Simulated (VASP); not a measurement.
Write the native input for VASP 6.6.1 that does the following.

* Task: relaxation of cell and atoms
* Functional: PBE
* Potentials or basis: VASP PAW PBE potentials, release 64 (Li_sv, Ru_pv, Pb_d)
* Cutoff: 600 eV
* k mesh: 6 × 6 × 6
* Occupations: gaussian, width 0.1 eV
* Spin: no spin polarisation
* Dipole correction: no
* Further INCAR settings: ALGO = Normal; EDIFF = 1e-06; IBRION = 2; EDIFFG = -0.04; NSW = 90; ISIF = 3

The structure of LiRuPb lies in POSCAR:

```
LiRuPb
1.0
    4.9142422100      0.0000000000      0.0000000000
   -2.4571211000      4.2558585900      0.0000000000
    0.0000000000      0.0000000000      3.0124304700
Li Ru Pb
1 1 1
Direct
    0.6666666700      0.3333333300      0.5000000000
    0.0000000000      0.0000000000      0.0000000000
    0.3333333300      0.6666666700      0.5000000000
```

These files were run (other wordings do the same):

INCAR

```
ALGO = Normal ; EDIFF = 1E-6
EDIFFG = -0.04 ; ENCUT = 600
GGA = PE ; IBRION = 2
ISIF = 3 ; ISMEAR = 0
LASPH = True ; LCHARG = False
LREAL = False ; LWAVE = False
NELM = 60 ; NSW = 90
PREC = Accurate ; SIGMA = 0.1
```

KPOINTS

```
k-points
0
Gamma
  6 6 6
```

Potentials or basis: VASP PAW PBE potentials, release 64 (Li_sv, Ru_pv, Pb_d).

Launch:

```bash
$ cat potpaw_PBE.64/Li_sv/POTCAR potpaw_PBE.64/Ru_pv/POTCAR potpaw_PBE.64/Pb_d/POTCAR > POTCAR
$ mpirun -np 1 vasp_std > vasp.out
```

It gave:

The relaxed volume is 16.82 Å³/atom and the relaxed cell is a = 4.391 Å, b = 4.391 Å, c = 3.021 Å, α = 90.00°, β = 90.00°, γ = 120.00°. The space group after relaxing (to 0.05 Å) is P-6m2 (No. 187), the energy gained by relaxing is 205.9 meV/atom and the ionic steps are 8. The pressure after relaxing is 0.0 GPa.

Caveat: the cutoff is under 1.25 times the usual one of these potentials, so pressure, stress and relaxed cells hold a basis-set (Pulay) error; the volume moved by over 15 % at a fixed basis, so the end points are rough.

Run time: 75 s on 1 thread of Intel(R) Xeon(R) 6975P-C (Granite Rapids) (shared host), peak memory 0.23 GiB.
